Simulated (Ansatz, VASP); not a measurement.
**C: VASP beside Ansatz**

INCAR

```
SYSTEM = C
  PREC = Accurate
  ENCUT = 910
  EDIFF = 1E-6
  ISMEAR = 0
  SIGMA = 0.05
  LREAL = .False.
  LASPH = .True.
  NELM = 120
  ALGO = Normal
  ISIF = 2
  LWAVE = .False.
  LCHARG = .False.
  GGA = CA
  NBANDS = 11
  GGA_COMPAT = .False.
```

KPOINTS

```
Automatic mesh
0
Gamma
  12 12 12
  0 0 0
```

File POSCAR:

```
C
1.0
    0.0000000000      1.8080579113      1.7650261330
    1.8080579113      0.0000000000      1.7650261330
    1.8080579113      1.8080579113      0.0000000000
C
2
Direct
    0.5000000000      0.5000000000      0.5000000000
    0.7500000000      0.7500000000      0.7500000000
```

Input for Ansatz:

```yaml
crystal:
  lattice:
    - [0.0, 1.8080579113, 1.765026133]
    - [1.8080579113, 0.0, 1.765026133]
    - [1.8080579113, 1.8080579113, 0.0]
  atoms:
    - { symbol: C, position: [0.5, 0.5, 0.5] }
    - { symbol: C, position: [0.75, 0.75, 0.75] }
basis:
  ecutwfc: 520.0
kpoints:
  mp_grid: { grid: [12, 12, 12] }
hamiltonian:
  xc: lda
  pseudopotentials: { kind: paw, azcp: { folder: soft_1 } }
scf:
  occupations: { method: gaussian, width: 0.05 }
output:
  forces: true
  stress: true
  eigenvalues: true
```

Alike in both runs: task single point; functional LDA; k mesh 12 × 12 × 12; occupations gaussian, width 0.05 eV; no spin polarisation.

|  | VASP | Ansatz |
| --- | --- | --- |
| version | VASP 6.6.1 | Ansatz 0.2.0 |
| potentials or method | VASP PAW LDA potentials, release 64 (C_h), cutoff 910 eV | scalar-relativistic, plane waves, PAW |
| valence electrons in the cell | 8 | 8 |

```tsv
	VASP	Ansatz	Ansatz less VASP
gap on the k mesh at the Fermi level (eV)	3.49	3.49	+0.006
least direct gap on the mesh (eV)	5.07	5.07	-0.002
```

Ansatz warns that its potentials were made for another functional, while VASP's fit it. LDA's correlation is that of Perdew and Zunger in VASP and of Perdew and Wang (1992) in Ansatz.

Noted on VASP's run: the cutoff is short for stress, so the pressure is rough.
